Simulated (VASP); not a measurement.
# Al3H (P6_3/mmc) in VASP: further runs

The runs below take Al3H through single point, with PBE.

Everything below comes from runs of VASP 6.6.1. Logs are shortened: lines on timing, memory, paths and dates and some standing lists are left out, and cuts for length are marked.

## Step 1: The cell of the first run

Symmetry: P6_3/mmc, No. 194, hexagonal system. The conventional cell has a = 5.164 Å, b = 5.164 Å, c = 4.140 Å, α = 90.00°, β = 90.00°, γ = 120.00°. Al (site symmetry mm2) has 8 Al at 2.32 to 2.84 Å and 4 H at 2.59 to 2.64 Å within 3.1 Å. Within 3.4 Å of H (site symmetry -6m2) lie 12 Al at 2.59 to 2.64 Å.

The cell was generated, and may not be a known phase.

## Step 2: Single point, PBE

INCAR reads:

```
PREC     = Accurate       # precision mode
ENCUT    = 520            # plane-wave cutoff, eV
EDIFF    = 1E-6           # SCF threshold, eV
ISMEAR   = 0              # smearing method
SIGMA    = 0.1            # smearing width, eV
LREAL    = F              # projectors in reciprocal space
LASPH    = T              # aspherical terms in the spheres
NELM     = 100            # most SCF steps
ALGO     = Normal         # electronic algorithm
ISIF     = 2              # what is computed and relaxed
LWAVE    = F              # write WAVECAR
LCHARG   = T              # write CHGCAR
GGA      = PE             # functional
LELF     = T              # ELF
LVHAR    = T            
NBANDS   = 20             # bands
```

KPOINTS reads:

```
Automatic mesh
0
Gamma
  6 6 4
```

POSCAR reads:

```
Al3H
1.0
    5.1642167000      0.0000000000      0.0000000000
   -2.5821083500      4.4723428600      0.0000000000
    0.0000000000      0.0000000000      4.1397522800
Al H
6 2
Direct
    0.1497133800      0.2994267600      0.7500000000
    0.8502866200      0.1497133800      0.2500000000
    0.8502866200      0.7005732400      0.2500000000
    0.1497133800      0.8502866200      0.7500000000
    0.7005732400      0.8502866200      0.7500000000
    0.2994267600      0.1497133800      0.2500000000
    0.6666666700      0.3333333300      0.7500000000
    0.3333333300      0.6666666700      0.2500000000
```

Potentials or basis: VASP PAW PBE potentials, release 64 (Al, H).

The run is started by

```console
$ cat potpaw_PBE.64/Al/POTCAR potpaw_PBE.64/H/POTCAR > POTCAR
$ mpirun -np 1 vasp_std > vasp.out
```

OUTCAR:

```text
PREC = Accurate
   ENCUT = 520
   EDIFF = 1E-6
   ISMEAR = 0
   LREAL = F
   LASPH = T
   NELM = 100
   ISIF = 2
   GGA = PE

 ion  position               nearest neighbor table
   1  0.150  0.299  0.750-   4 2.32   5 2.32   2 2.47   6 2.47   2 2.47   6 2.47   5 2.84   4 2.84

   2  0.850  0.150  0.250-   6 2.32   3 2.32   1 2.47   1 2.47   5 2.47   5 2.47   6 2.84   3 2.84

   3  0.850  0.701  0.250-   2 2.32   6 2.32   5 2.47   4 2.47   4 2.47   5 2.47   2 2.84   6 2.84

   4  0.150  0.850  0.750-   5 2.32   1 2.32   3 2.47   3 2.47   6 2.47   6 2.47   5 2.84   1 2.84

   5  0.701  0.850  0.750-   4 2.32   1 2.32   3 2.47   3 2.47   2 2.47   2 2.47   4 2.84   1 2.84

   6  0.299  0.150  0.250-   2 2.32   3 2.32   1 2.47   1 2.47   4 2.47   4 2.47   2 2.84   3 2.84

   7  0.667  0.333  0.750-
   8  0.333  0.667  0.250-

  LATTYP: Found a hexagonal cell.
 ALAT       =     5.1642167000
 C/A-ratio  =     0.8016224958

  Lattice vectors:

 A1 = (   5.1642167000,   0.0000000000,   0.0000000000)
 A2 = (  -2.5821083500,   4.4723428600,   0.0000000000)
 A3 = (   0.0000000000,   0.0000000000,   4.1397522800)

Analysis of symmetry for initial positions (statically):
=====================================================================
 Subroutine PRICEL returns:
 Original cell was already a primitive cell.

 Routine SETGRP: Setting up the symmetry group for a
 hexagonal supercell.

 Subroutine GETGRP returns: Found 24 space group operations
 (whereof 12 operations were pure point group operations)
 out of a pool of 24 trial point group operations.

The static configuration has the point symmetry D_3d.
 The point group associated with its full space group is D_6h.

Analysis of symmetry for dynamics (positions and initial velocities):
=====================================================================
 Subroutine PRICEL returns:
 Original cell was already a primitive cell.

 Routine SETGRP: Setting up the symmetry group for a
 hexagonal supercell.

 Subroutine GETGRP returns: Found 24 space group operations
 (whereof 12 operations were pure point group operations)
 out of a pool of 24 trial point group operations.

The dynamic configuration has the point symmetry D_3d.
 The point group associated with its full space group is D_6h.

 Subroutine INISYM returns: Found 24 space group operations
 (whereof 12 operations are pure point group operations),
 and found     1 'primitive' translations

----------------------------------------------------------------------------------------

                                     Primitive cell

  volume of cell :      95.6123

  direct lattice vectors                    reciprocal lattice vectors
     5.164216700  0.000000000  0.000000000     0.193640209  0.111798226  0.000000000
    -2.582108350  4.472342860  0.000000000     0.000000000  0.223596453  0.000000000
     0.000000000  0.000000000  4.139752280     0.000000000  0.000000000  0.241560348

  length of vectors
     5.164216700  5.164216706  4.139752280     0.223596453  0.223596453  0.241560348

  position of ions in fractional coordinates (direct lattice)
     0.149713380  0.299426760  0.750000000
     0.850286620  0.149713380  0.250000000
     0.850286620  0.700573240  0.250000000
     0.149713380  0.850286620  0.750000000
     0.700573240  0.850286620  0.750000000
     0.299426760  0.149713380  0.250000000
     0.666666670  0.333333330  0.750000000
     0.333333330  0.666666670  0.250000000

  ion indices of the primitive-cell ions
   primitive index   ion index
                 1           1
                 2           2
                 3           3
                 4           4
                 5           5
                 6           6
                 7           7
                 8           8

----------------------------------------------------------------------------------------

 KPOINTS: Automatic mesh

Automatic generation of k-mesh.
 Grid dimensions read from file:
 generate k-points for:    6    6    4

 Generating k-lattice:

  Cartesian coordinates                     Fractional coordinates (reciprocal lattice)
     0.032273368  0.018633038  0.000000000     0.166666667 -0.000000000  0.000000000
     0.000000000  0.037266075  0.000000000     0.000000000  0.166666667  0.000000000
     0.000000000  0.000000000  0.060390087     0.000000000  0.000000000  0.250000000

  Length of vectors
     0.037266076  0.037266075  0.060390087

  Shift w.r.t. Gamma in fractional coordinates (k-lattice)
     0.000000000  0.000000000  0.000000000

 Subroutine IBZKPT returns following result:
 ===========================================

 Found     21 irreducible k-points:

 Following reciprocal coordinates:
            Coordinates               Weight
  0.000000  0.000000  0.000000      1.000000
  0.166667 -0.000000  0.000000      6.000000
  0.333333  0.000000  0.000000      6.000000
  0.500000 -0.000000  0.000000      3.000000
  0.166667  0.166667  0.000000      6.000000
  0.333333  0.166667  0.000000     12.000000
[... 13 lines left out ...]
  0.333333  0.166667  0.500000     12.000000
  0.333333  0.333333  0.500000      2.000000
   k-points           NKPTS =     21   k-points in BZ     NKDIM =     21   number of bands    NBANDS=     20
   number of dos      NEDOS =    301   number of ions     NIONS =      8
   total plane-waves  NPLWV =  51200
   dimension x,y,z NGX =    40 NGY =   40 NGZ =   32
   dimension x,y,z NGXF=    80 NGYF=   80 NGZF=   64
   ions per type =               6   2
   NGX,Y,Z   is equivalent  to a cutoff of  12.88, 12.88, 12.85 a.u.
   NGXF,Y,Z  is equivalent  to a cutoff of  25.75, 25.75, 25.70 a.u.
 SYSTEM =  unknown system
   PREC   = accura    normal or accurate (medium, high low for compatibility)
   ISTART =      0    job   : 0-new  1-cont  2-samecut
   ICHARG =      2    charge: 1-file 2-atom 10-const
   ISPIN  =      1    spin polarized calculation?
   LNONCOLLINEAR =      F non collinear calculations
   LSORBIT =      F    spin-orbit coupling
   LASPH  =      T    aspherical Exc in radial PAW
   ENCUT  =  520.0 eV  38.22 Ry    6.18 a.u.   9.60  9.60  7.70*2*pi/ulx,y,z
   NELM   =    100;   NELMIN=  2; NELMDL= -5     # of ELM steps
   EDIFF  = 0.1E-05   stopping-criterion for ELM
   LREAL  =      F    real-space projection
   EDIFFG = 0.1E-04   stopping-criterion for IOM
   NSW    =      0    number of steps for IOM
   IBRION =     -1    ionic relax: 0-MD 1-quasi-New 2-CG
   NFREE  =      0    steps in history (QN), initial steepest desc. (CG)
   ISIF   =      2    stress and relaxation
   ISYM   =      2    0-nonsym 1-usesym 2-fastsym
   POTIM  = 0.5000    time-step for ionic-motion
   TEBEG  =    0.0;   TEEND  =   0.0 temperature during run
   PSTRESS=    0.0 pullay stress
   NELECT =      20.0000    total number of electrons
   NUPDOWN=      -1.0000    fix difference up-down
   EMIN   =  10.00;   EMAX   =-10.00  energy-range for DOS
   EFERMI =   0.00;   METHOD = LEGACY
   ISMEAR =     0;   SIGMA  =   0.10  broadening in eV -4-tet -1-fermi 0-gaus
   EFERMI_NEDOS =   21; number of points for ismear=-14 and -15
   IALGO  =     38    algorithm
   IMIX   =      4    mixing-type and parameters
     AMIX     =   0.40;   BMIX     =  1.00
     AMIX_MAG =   1.60;   BMIX_MAG =  1.00
  volume/ion in A,a.u.               =      11.95        80.65
  Fermi-wavevector in a.u.,A,eV,Ry     =   0.971807  1.836450 12.849473  0.944410
  Thomas-Fermi vector in A             =   2.102055
   LORBIT       =      0    0 simple, 1 ext, 2 COOP (PROOUT), +10 PAW based schemes
   GGA     = PE    functional components
   LHFCALC =     F    Hartree Fock is set to
   AEXX    =    0.0000 exact exchange contribution
   IVDW    =     0    specifies the selected vdW correction
   LEPSILON=     F    determine dielectric tensor
   LRPA    =     F    only Hartree local field effects (RPA)
 non-spin polarized calculation
 Gauss-broadening in eV      SIGMA  =   0.10
  energy-cutoff  :      520.00
  volume of cell :       95.61
 maximum number of plane-waves:      2607
 NGX is ok and might be reduce to    40
   NGX = 19   NGY = 19   NGZ = 15

 number of electron      20.0000000 magnetization

 Free energy of the ion-electron system (eV)
  ---------------------------------------------------
  ext. energy  EPLUGINS =         0.00000000
  ---------------------------------------------------
  free energy    TOTEN  =       -20.85332506 eV

  energy without entropy =      -20.84138224  energy(sigma->0) =      -20.84735365

 E-fermi :   8.3587     XC(G=0): -10.4893

 val. band max:        8.3266380018   @ k =   0.3333   0.1667   0.0000
 cond. band min:       8.3921552973   @ k =   0.1667   0.1667   0.2500
 fundamental gap:      0.0655172955
 Fermi energy:         8.3586509318

 k-point     1 :       0.0000    0.0000    0.0000
  band No.  band energies     occupation
      1      -4.1046      2.00000
      2       1.9721      2.00000
      3       2.9505      2.00000
      4       2.9505      2.00000
      5       3.5977      2.00000
      6       3.6845      2.00000
[... 12 lines left out ...]
     19      13.3078      0.00000
     20      13.3078      0.00000

 k-point     2 :       0.1667   -0.0000    0.0000
  band No.  band energies     occupation
      1      -3.9448      2.00000
      2       0.8797      2.00000
      3       2.5870      2.00000
      4       2.7734      2.00000
      5       3.7089      2.00000
      6       4.1485      2.00000
[... 12 lines left out ...]
     19      12.9602      0.00000
     20      13.4461      0.00000
[... 396 lines left out ...]
      3       1.2373      2.00000
      4       1.2373      2.00000
      5       2.6960      2.00000
      6       2.6960      2.00000
[... 12 lines left out ...]
     19      14.6639      0.00000
     20      14.6639      0.00000

 k-point    21 :       0.3333    0.3333    0.5000
  band No.  band energies     occupation
      1      -0.9914      2.00000
      2      -0.9914      2.00000
      3       1.2763      2.00000
      4       1.2763      2.00000
      5       1.9483      2.00000
      6       1.9483      2.00000
[... 12 lines left out ...]
     19      14.4080      0.00000
     20      14.4080      0.00000

------------------------ aborting loop because EDIFF is reached ----------------------------------------

  FORCE on cell =-STRESS in cart. coord.  units (eV):
  Direction    XX          YY          ZZ          XY          YZ          ZX
  --------------------------------------------------------------------------------------
  -------------------------------------------------------------------------------------
  Total       19.9953476     19.9953477     21.2774442      0.0000000      0.0000000      0.0000000
  in kB      335.0623568    335.0623578    356.5464703      0.0000000      0.0000000      0.0000000
  external PRESSURE =     342.2237283 kB  Pullay stress =       0.0000000 kB

 VOLUME and BASIS-vectors are now :
 -----------------------------------------------------------------------------
  energy-cutoff  :      520.00
  volume of cell :       95.61
      direct lattice vectors                 reciprocal lattice vectors
     5.164216700  0.000000000  0.000000000     0.193640209  0.111798226  0.000000000
    -2.582108350  4.472342860  0.000000000     0.000000000  0.223596453  0.000000000
     0.000000000  0.000000000  4.139752280     0.000000000  0.000000000  0.241560348

 POSITION                                       TOTAL-FORCE (eV/Angst)
 -----------------------------------------------------------------------------------
      0.00000      1.33914      3.10481         0.000000      5.774779      0.000000
      4.00449      0.66957      1.03494        -5.001106      2.887390      0.000000
      2.58211      3.13320      1.03494         0.000000     -5.774779      0.000000
     -1.42238      3.80277      3.10481         5.001106     -2.887390      0.000000
      1.42238      3.80277      3.10481        -5.001106     -2.887390      0.000000
      1.15973      0.66957      1.03494         5.001106      2.887390      0.000000
      2.58211      1.49078      3.10481         0.000000     -0.000000      0.000000
     -0.00000      2.98156      1.03494         0.000000     -0.000000      0.000000
 -----------------------------------------------------------------------------------
    total drift:                                0.000000     -0.000000      0.000000

  FREE ENERGIE OF THE ION-ELECTRON SYSTEM (eV)
  ---------------------------------------------------
  free  energy   TOTEN  =       -20.8533250559 eV

  energy  without entropy=      -20.8413822394  energy(sigma->0) =      -20.84735365
```

Run time: 14 s. Hardware: 1 thread of Intel Xeon 6975P-C (Granite Rapids), shared host; peak memory 0.21 GiB.

What came out:

```yaml
Free_energy: -20.8533 eV
Pressure: 34.2 GPa
Largest_force: 5.775 eV/Å
Band_gap_on_the_k_mesh: zero (bands 10 and 11 overlap by 2.25 eV)
```

Forces on the atoms (eV/Å):
```
Al   0.000  5.775  0.000
Al  -5.001  2.887  0.000
Al   0.000 -5.775  0.000
Al   5.001 -2.887  0.000
Al  -5.001 -2.887  0.000
Al   5.001  2.887  0.000
H    0.000  0.000  0.000
H    0.000  0.000  0.000
```

Levels at points of the mesh, in eV from the Fermi level:
```
           k point  band 7  band 8  band 9  band 10  band 11  band 12  band 13  band 14
(0.00, 0.00, 0.00)   -3.52   -3.52   -3.22     0.70     1.19     1.19     1.99     2.74
(0.50, 0.00, 0.00)   -1.36   -1.28   -0.66     0.16     0.39     0.55     0.70     0.85
(0.00, 0.00, 0.50)   -3.49   -3.49   -2.13    -2.13    -1.29    -1.29    -1.29    -1.29
(0.50, 0.00, 0.50)   -4.35   -4.35    0.90     0.90     2.13     2.13     2.14     2.14
```

Caveat: the k points lie up to 0.38 Å⁻¹ apart, too coarse for converged energies and pressures of a metal; forces of over 1 eV/Å act on the atoms, so gaps and moduli don't describe the material at rest.

## Step 3: Single point, PBE

This run uses another cell than the first one, of 14.68 Å³/atom.

INCAR reads:

```
SYSTEM = Al3H
PREC = Accurate ; ENCUT = 520
EDIFF = 1E-6 ; ISMEAR = 0
SIGMA = 0.1 ; LREAL = .False.
LASPH = .True. ; NELM = 100
ALGO = Normal ; ISIF = 2
LWAVE = .False. ; LCHARG = .False.
GGA = PE ; NBANDS = 20
```

KPOINTS reads:

```
Automatic mesh
0
Gamma
  6 6 4
  0 0 0
```

POSCAR reads:

```
Al3H
1.0
    5.6185201614      0.0000000000      0.0000000000
   -2.8092600807      4.8657811915      0.0000000000
    0.0000000000      0.0000000000      4.2960759860
Al H
6 2
Direct
    0.1740333415      0.3480666830      0.7500000000
    0.8259666585      0.1740333415      0.2500000000
    0.8259666585      0.6519333170      0.2500000000
    0.1740333415      0.8259666585      0.7500000000
    0.6519333170      0.8259666585      0.7500000000
    0.3480666830      0.1740333415      0.2500000000
    0.6666666667      0.3333333333      0.7500000000
    0.3333333333      0.6666666667      0.2500000000
```

Potentials or basis: VASP PAW PBE potentials, release 64 (Al, H).

The run is started by

```console
$ cat potpaw_PBE.64/Al/POTCAR potpaw_PBE.64/H/POTCAR > POTCAR
$ mpirun -np 1 vasp_std > vasp.out
```

Run time: 15 s. Hardware: 1 thread of Intel Xeon 6975P-C (Granite Rapids), shared host; peak memory 0.22 GiB.

Results (log left out):

| Quantity | Value |
| --- | --- |
| Free energy | -25.4824 eV |
| Pressure | 0.2 GPa |
| Largest force | 0.012 eV/Å |
| Band gap on the k mesh | zero (bands 10 and 11 overlap by 2.91 eV) |

Forces on the atoms (eV/Å):
```
Al   0.000 -0.012  0.000
Al   0.010 -0.006  0.000
Al   0.000  0.012  0.000
Al  -0.010  0.006  0.000
Al   0.010  0.006  0.000
Al  -0.010 -0.006  0.000
H    0.000  0.000  0.000
H    0.000  0.000  0.000
```

Stress tensor (GPa, compression positive):
```
0.11 0.00 0.00
0.00 0.11 0.00
0.00 0.00 0.31
```

Levels at points of the mesh, in eV from the Fermi level:
```tsv
k point	band 6	band 7	band 8	band 9	band 10	band 11	band 12	band 13	band 14	band 15
(0.00, 0.00, 0.00)	-3.67	-3.67	-2.73	-2.66	1.13	2.00	2.00	2.00	3.59	3.59
(0.50, 0.00, 0.00)	-1.41	-1.08	-0.86	-0.84	0.21	0.43	0.51	0.89	1.21	2.33
(0.00, 0.00, 0.50)	-2.82	-2.56	-2.56	-2.56	-2.56	-1.78	-1.78	-1.78	-1.78	5.88
(0.50, 0.00, 0.50)	-4.12	-3.69	-3.69	0.74	0.74	1.70	1.70	2.27	2.27	2.82
```

Caveat: the k points lie up to 0.37 Å⁻¹ apart, too coarse for converged energies and pressures of a metal.

The gap in the log of VASP goes by the Fermi energy; the results here count the filled bands.